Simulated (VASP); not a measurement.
# Li2BeGeTe4 (I-42m) in VASP: further runs

Li2BeGeTe4 is run at these levels: r2SCAN; tasks: single point.

All numbers are computed with VASP 6.6.1; they aren't measurements. Logs are shortened: lines on timing, memory, paths and dates and some standing lists are left out, and cuts for length are marked.

## (1) The cell of the first run

Symmetry: I-42m, No. 121, tetragonal system. The conventional cell has a = 5.787 Å, b = 5.787 Å, c = 12.867 Å, α = 90.00°, β = 90.00°, γ = 90.00°. Within 3.5 Å of Li (site symmetry -4) lie 4 Te at 2.68 Å. Within 3.3 Å of Be (site symmetry -42m) lie 4 Te at 2.46 Å. Ge (site symmetry -42m) has 4 Te at 2.59 Å within 3.4 Å. Te (site symmetry m) has 1 Be at 2.46 Å and 1 Ge at 2.59 Å and 2 Li at 2.68 Å within 3.3 Å.

## (2) Single point, r2SCAN (26.93 Å³/atom)

File POSCAR:

```
Li2BeGeTe4
1.0
   -2.8936946250      2.8936946250      6.4332675312
    2.8936946250     -2.8936946250      6.4332675312
    2.8936946250      2.8936946250     -6.4332675312
Li Be Ge Te
2 1 1 4
Direct
    0.7500000000      0.2500000000      0.5000000000
    0.2500000000      0.7500000000      0.5000000000
    0.0000000000      0.0000000000      0.0000000000
    0.5000000000      0.5000000000      0.0000000000
    0.8754050380      0.8754050380      0.5199010201
    0.1245949620      0.6444959820      0.0000000000
    0.6444959820      0.1245949620      0.0000000000
    0.3555040180      0.3555040180      0.4800989799
```

File INCAR.step1:

```
PREC = Accurate ; ENCUT = 520
ISMEAR = 0 ; SIGMA = 0.01
LREAL = False ; LASPH = True
NELM = 60 ; NBANDS = 33
GGA = PE ; ALGO = Normal
EDIFF = 1E-4 ; LWAVE = True
LCHARG = False
```

File INCAR.step2:

```
PREC = Accurate ; ENCUT = 520
EDIFF = 1E-6 ; ISMEAR = 0
SIGMA = 0.01 ; LREAL = False
LASPH = True ; NELM = 60
ALGO = Normal ; ISIF = 2
LWAVE = False ; LCHARG = True
METAGGA = R2SCAN ; LMIXTAU = True
LELF = True ; LVHAR = True
NBANDS = 33 ; ISTART = 1
```

File KPOINTS:

```
regular mesh
0
Gamma
  6 6 6
```

Potentials or basis: VASP PAW PBE potentials, release 64 (Li_sv, Be, Ge_d, Te).

Command:

```console
$ cat potpaw_PBE.64/Li_sv/POTCAR potpaw_PBE.64/Be/POTCAR potpaw_PBE.64/Ge_d/POTCAR potpaw_PBE.64/Te/POTCAR > POTCAR
$ cp INCAR.step1 INCAR
$ mpirun -np 1 vasp_std > vasp.out
$ cp INCAR.step2 INCAR
$ mpirun -np 1 vasp_std > vasp.out
```

OUTCAR:

```text
PREC = Accurate
   ENCUT = 520
   EDIFF = 1E-6
   ISMEAR = 0
   LREAL = False
   LASPH = True
   NELM = 60
   ISIF = 2
   METAGGA = R2SCAN
   ISTART = 1

 ion  position               nearest neighbor table
   1  0.750  0.250  0.500-   8 2.68   6 2.68   7 2.68   5 2.68
   2  0.250  0.750  0.500-   8 2.68   7 2.68   6 2.68   5 2.68
   3  0.000  0.000  0.000-   5 2.46   6 2.46   7 2.46   8 2.46
   4  0.500  0.500  0.000-   5 2.59   6 2.59   7 2.59   8 2.59
   5  0.875  0.875  0.520-   3 2.46   4 2.59   1 2.68   2 2.68
   6  0.125  0.644  0.000-   3 2.46   4 2.59   2 2.68   1 2.68
   7  0.644  0.125  0.000-   3 2.46   4 2.59   1 2.68   2 2.68
   8  0.356  0.356  0.480-   3 2.46   4 2.59   2 2.68   1 2.68

  LATTYP: Found a body centered tetragonal cell.
 ALAT       =     5.7873892500
 C/A-ratio  =     2.2232019494

  Lattice vectors:

 A1 = (  -2.8936946250,   2.8936946250,   6.4332675312)
 A2 = (   2.8936946250,  -2.8936946250,   6.4332675312)
 A3 = (   2.8936946250,   2.8936946250,  -6.4332675312)

Analysis of symmetry for initial positions (statically):
=====================================================================
 Subroutine PRICEL returns:
 Original cell was already a primitive cell.

 Routine SETGRP: Setting up the symmetry group for a
 body centered tetragonal supercell.

 Subroutine GETGRP returns: Found  8 space group operations
 (whereof  8 operations were pure point group operations)
 out of a pool of 16 trial point group operations.

The static configuration has the point symmetry D_2d.

Analysis of symmetry for dynamics (positions and initial velocities):
=====================================================================
 Subroutine PRICEL returns:
 Original cell was already a primitive cell.

 Routine SETGRP: Setting up the symmetry group for a
 body centered tetragonal supercell.

 Subroutine GETGRP returns: Found  8 space group operations
 (whereof  8 operations were pure point group operations)
 out of a pool of 16 trial point group operations.

The dynamic configuration has the point symmetry D_2d.

 Subroutine INISYM returns: Found  8 space group operations
 (whereof  8 operations are pure point group operations),
 and found     1 'primitive' translations

----------------------------------------------------------------------------------------

                                     Primitive cell

  volume of cell :     215.4751

  direct lattice vectors                    reciprocal lattice vectors
    -2.893694625  2.893694625  6.433267531     0.000000000  0.172789484  0.077721002
     2.893694625 -2.893694625  6.433267531     0.172789484  0.000000000  0.077721002
     2.893694625  2.893694625 -6.433267531     0.172789484  0.172789484  0.000000000

  length of vectors
     7.624556924  7.624556924  7.624556924     0.189464403  0.189464403  0.244361231

  position of ions in fractional coordinates (direct lattice)
     0.750000000  0.250000000  0.500000000
     0.250000000  0.750000000  0.500000000
     0.000000000  0.000000000  0.000000000
     0.500000000  0.500000000  0.000000000
     0.875405038  0.875405038  0.519901020
     0.124594962  0.644495982  0.000000000
     0.644495982  0.124594962  0.000000000
     0.355504018  0.355504018  0.480098980

  ion indices of the primitive-cell ions
   primitive index   ion index
                 1           1
                 2           2
                 3           3
                 4           4
                 5           5
                 6           6
                 7           7
                 8           8

----------------------------------------------------------------------------------------

 KPOINTS: regular mesh

Automatic generation of k-mesh.
 Grid dimensions read from file:
 generate k-points for:    6    6    6

 Generating k-lattice:

  Cartesian coordinates                     Fractional coordinates (reciprocal lattice)
     0.000000000  0.028798247  0.012953500     0.166666667 -0.000000000  0.000000000
     0.028798247  0.000000000  0.012953500    -0.000000000  0.166666667  0.000000000
     0.028798247  0.028798247  0.000000000     0.000000000  0.000000000  0.166666667

  Length of vectors
     0.031577400  0.031577400  0.040726872

  Shift w.r.t. Gamma in fractional coordinates (k-lattice)
     0.000000000  0.000000000  0.000000000

 Subroutine IBZKPT returns following result:
 ===========================================

 Found     30 irreducible k-points:

 Following reciprocal coordinates:
            Coordinates               Weight
  0.000000  0.000000  0.000000      1.000000
  0.166667  0.000000 -0.000000      8.000000
  0.333333  0.000000 -0.000000      8.000000
  0.500000  0.000000  0.000000      4.000000
  0.166667  0.166667 -0.000000      8.000000
  0.333333  0.166667 -0.000000     16.000000
[... 16 lines left out ...]
 -0.333333 -0.333333  0.166667      8.000000
 -0.166667 -0.333333  0.166667      8.000000
 [... further k-points ...]
   k-points           NKPTS =     30   k-points in BZ     NKDIM =     30   number of bands    NBANDS=     33
   number of dos      NEDOS =    301   number of ions     NIONS =      8
   total plane-waves  NPLWV = 216000
   dimension x,y,z NGX =    60 NGY =   60 NGZ =   60
   dimension x,y,z NGXF=   120 NGYF=  120 NGZF=  120
   ions per type =               2   1   1   4
   NGX,Y,Z   is equivalent  to a cutoff of  13.08, 13.08, 13.08 a.u.
   NGXF,Y,Z  is equivalent  to a cutoff of  26.16, 26.16, 26.16 a.u.
 SYSTEM =  unknown system
   PREC   = accura    normal or accurate (medium, high low for compatibility)
   ISTART =      1    job   : 0-new  1-cont  2-samecut
   ICHARG =      0    charge: 1-file 2-atom 10-const
   ISPIN  =      1    spin polarized calculation?
   LNONCOLLINEAR =      F non collinear calculations
   LSORBIT =      F    spin-orbit coupling
   LASPH  =      T    aspherical Exc in radial PAW
   ENCUT  =  520.0 eV  38.22 Ry    6.18 a.u.  14.18 14.18 14.18*2*pi/ulx,y,z
   NELM   =     60;   NELMIN=  2; NELMDL=  0     # of ELM steps
   EDIFF  = 0.1E-05   stopping-criterion for ELM
   LREAL  =      F    real-space projection
   EDIFFG = 0.1E-04   stopping-criterion for IOM
   NSW    =      0    number of steps for IOM
   IBRION =     -1    ionic relax: 0-MD 1-quasi-New 2-CG
   NFREE  =      0    steps in history (QN), initial steepest desc. (CG)
   ISIF   =      2    stress and relaxation
   ISYM   =      2    0-nonsym 1-usesym 2-fastsym
   POTIM  = 0.5000    time-step for ionic-motion
   TEBEG  =    0.0;   TEEND  =   0.0 temperature during run
   PSTRESS=    0.0 pullay stress
   NELECT =      46.0000    total number of electrons
   NUPDOWN=      -1.0000    fix difference up-down
   EMIN   =  10.00;   EMAX   =-10.00  energy-range for DOS
   EFERMI =   0.00;   METHOD = LEGACY
   ISMEAR =     0;   SIGMA  =   0.01  broadening in eV -4-tet -1-fermi 0-gaus
   EFERMI_NEDOS =   21; number of points for ismear=-14 and -15
   IALGO  =     38    algorithm
   IMIX   =      4    mixing-type and parameters
     AMIX     =   0.40;   BMIX     =  1.00
     AMIX_MAG =   1.60;   BMIX_MAG =  1.00
  volume/ion in A,a.u.               =      26.93       181.76
  Fermi-wavevector in a.u.,A,eV,Ry     =   0.978427  1.848959 13.025122  0.957319
  Thomas-Fermi vector in A             =   2.109202
   LORBIT       =      0    0 simple, 1 ext, 2 COOP (PROOUT), +10 PAW based schemes
   METAGGA = R2SCAN    functional components
   LHFCALC =     F    Hartree Fock is set to
   AEXX    =    0.0000 exact exchange contribution
   IVDW    =     0    specifies the selected vdW correction
   LEPSILON=     F    determine dielectric tensor
   LRPA    =     F    only Hartree local field effects (RPA)
 non-spin polarized calculation
 Gauss-broadening in eV      SIGMA  =   0.01
  energy-cutoff  :      520.00
  volume of cell :      215.48
 maximum number of plane-waves:      5840
 NGX is ok and might be reduce to    60
   NGX = 29   NGY = 29   NGZ = 29

 number of electron      46.0000006 magnetization

 Free energy of the ion-electron system (eV)
  ---------------------------------------------------
  ext. energy  EPLUGINS =         0.00000000
  ---------------------------------------------------
  free energy    TOTEN  =      -129.00957952 eV

  energy without entropy =     -129.00957952  energy(sigma->0) =     -129.00957952

 E-fermi :   3.6913     XC(G=0):  -8.9148

 val. band max:        3.6320003484   @ k =  -0.1667   0.1667   0.0000
 cond. band min:       4.1457179422   @ k =   0.5000   0.5000   0.0000
 fundamental gap:      0.5137175939
 Fermi energy:         3.6913355411

 k-point     1 :       0.0000    0.0000    0.0000
  band No.  band energies     occupation
      1     -43.3963      2.00000
      2     -43.3958      2.00000
      3     -22.3047      2.00000
      4     -22.3047      2.00000
      5     -22.2947      2.00000
      6     -22.2841      2.00000
[... 25 lines left out ...]
     32       8.6860      0.00000
     33       9.0513      0.00000

 k-point     2 :       0.1667    0.0000   -0.0000
  band No.  band energies     occupation
      1     -43.3963      2.00000
      2     -43.3958      2.00000
      3     -22.3047      2.00000
      4     -22.3047      2.00000
      5     -22.2947      2.00000
      6     -22.2841      2.00000
[... 25 lines left out ...]
     32       9.0472      0.00000
     33       9.4274      0.00000

 k-point     3 :       0.3333    0.0000   -0.0000
  band No.  band energies     occupation
      1     -43.3962      2.00000
      2     -43.3959      2.00000
      3     -22.3048      2.00000
      4     -22.3047      2.00000
      5     -22.2947      2.00000
      6     -22.2841      2.00000
[... 25 lines left out ...]
     32       9.7393      0.00000
     33      10.0925      0.00000

 k-point     4 :       0.5000    0.0000    0.0000
  band No.  band energies     occupation
      1     -43.3961      2.00000
      2     -43.3961      2.00000
      3     -22.3048      2.00000
      4     -22.3047      2.00000
      5     -22.2947      2.00000
      6     -22.2841      2.00000
[... 25 lines left out ...]
     32       9.4709      0.00000
     33       9.6299      0.00000

 k-point     5 :       0.1667    0.1667   -0.0000
  band No.  band energies     occupation
      1     -43.3963      2.00000
      2     -43.3959      2.00000
      3     -22.3047      2.00000
      4     -22.3047      2.00000
      5     -22.2947      2.00000
      6     -22.2841      2.00000
[... 604 lines left out ...]
 k-point    22 :      -0.1667    0.5000    0.1667
  band No.  band energies     occupation
      1     -43.3962      2.00000
      2     -43.3959      2.00000
      3     -22.3048      2.00000
      4     -22.3047      2.00000
      5     -22.2947      2.00000
      6     -22.2841      2.00000
[... 25 lines left out ...]
     32       9.7321      0.00000
     33      10.2090      0.00000

 k-point    23 :      -0.3333   -0.3333    0.1667
  band No.  band energies     occupation
      1     -43.3963      2.00000
      2     -43.3959      2.00000
      3     -22.3048      2.00000
      4     -22.3047      2.00000
      5     -22.2947      2.00000
      6     -22.2841      2.00000
[... 25 lines left out ...]
     32       9.4047      0.00000
     33      10.3186      0.00000

 k-point    24 :      -0.1667   -0.3333    0.1667
  band No.  band energies     occupation
      1     -43.3963      2.00000
      2     -43.3958      2.00000
      3     -22.3047      2.00000
      4     -22.3047      2.00000
      5     -22.2947      2.00000
      6     -22.2841      2.00000
[... 25 lines left out ...]
     32       9.4156      0.00000
     33       9.9044      0.00000

 [... further k-points ...]

------------------------ aborting loop because EDIFF is reached ----------------------------------------

  FORCE on cell =-STRESS in cart. coord.  units (eV):
  Direction    XX          YY          ZZ          XY          YZ          ZX
  --------------------------------------------------------------------------------------
  -------------------------------------------------------------------------------------
  Total        1.7419874      1.7419874      1.7994154      0.0000000      0.0000000      0.0000000
  in kB       12.9526492     12.9526492     13.3796582      0.0000000      0.0000000      0.0000000
  external PRESSURE =      13.0949856 kB  Pullay stress =       0.0000000 kB

 VOLUME and BASIS-vectors are now :
 -----------------------------------------------------------------------------
  energy-cutoff  :      520.00
  volume of cell :      215.48
      direct lattice vectors                 reciprocal lattice vectors
    -2.893694625  2.893694625  6.433267531     0.000000000  0.172789484  0.077721002
     2.893694625 -2.893694625  6.433267531     0.172789484  0.000000000  0.077721002
     2.893694625  2.893694625 -6.433267531     0.172789484  0.172789484  0.000000000

 POSITION                                       TOTAL-FORCE (eV/Angst)
 -----------------------------------------------------------------------------------
      0.00000      2.89369      3.21663        -0.000000     -0.000000     -0.000000
      2.89369      0.00000      3.21663        -0.000000      0.000000     -0.000000
      0.00000      0.00000      0.00000        -0.000000      0.000000     -0.000000
      0.00000      0.00000      6.43327        -0.000000      0.000000     -0.000000
      1.50443      1.50443      7.91877         0.038349      0.038349      0.147236
      1.50443     -1.50443      4.94777         0.038349     -0.038349     -0.147236
     -1.50443      1.50443      4.94777        -0.038349      0.038349     -0.147236
      1.38926      1.38926      1.48550        -0.038349     -0.038349      0.147236
 -----------------------------------------------------------------------------------
    total drift:                               -0.000129     -0.000129     -0.000084

  FREE ENERGIE OF THE ION-ELECTRON SYSTEM (eV)
  ---------------------------------------------------
  free  energy   TOTEN  =      -129.0095795158 eV

  energy  without entropy=     -129.0095795158  energy(sigma->0) =     -129.00957952
```

Wall time 13 min (1 thread of Intel Xeon 6975P-C (Granite Rapids), shared host); peak memory 0.67 GiB.

Results:

| Property | Result |
| --- | --- |
| Free energy | -129.0096 eV |
| Largest force | 0.157 eV/Å |
| Band gap on the k mesh | 0.51 eV (least direct gap 0.60 eV) |

Forces on the atoms (eV/Å):
```
Li   0.000  0.000  0.000
Li   0.000  0.000  0.000
Be   0.000  0.000  0.000
Ge   0.000  0.000  0.000
Te   0.038  0.038  0.147
Te   0.038 -0.038 -0.147
Te  -0.038  0.038 -0.147
Te  -0.038 -0.038  0.147
```

Levels at points of the mesh, in eV from the valence-band top:
```csv
k point,band 19,band 20,band 21,band 22,band 23,band 24,band 25,band 26,band 27,band 28
"(0.00, 0.00, 0.00)",-2.25,-2.03,-0.66,0.00,0.00,0.69,1.83,3.82,3.82,4.55
"(0.50, 0.00, 0.00)",-2.08,-1.59,-1.49,-0.98,-0.94,2.08,2.94,3.54,4.56,4.82
"(0.50, 0.50, 0.00)",-1.77,-1.66,-1.12,-0.13,-0.09,0.51,2.80,3.98,4.06,4.06
"(0.50, 0.50, 0.50)",-2.01,-2.01,-1.74,-0.50,-0.50,0.64,2.03,2.36,2.36,3.52
```

Caveat: the cutoff is under 1.25 times the usual one of these potentials, so pressure, stress and relaxed cells hold a basis-set (Pulay) error; semilocal functionals underestimate gaps, and a narrow one can read as zero; the PAW data sets were made with another functional, which shifts forces and pressure a little; spin-orbit coupling is left out, which moves the levels of the heavy elements. A k mesh can miss the band edges.

(Part 1 of 2 ends here.)
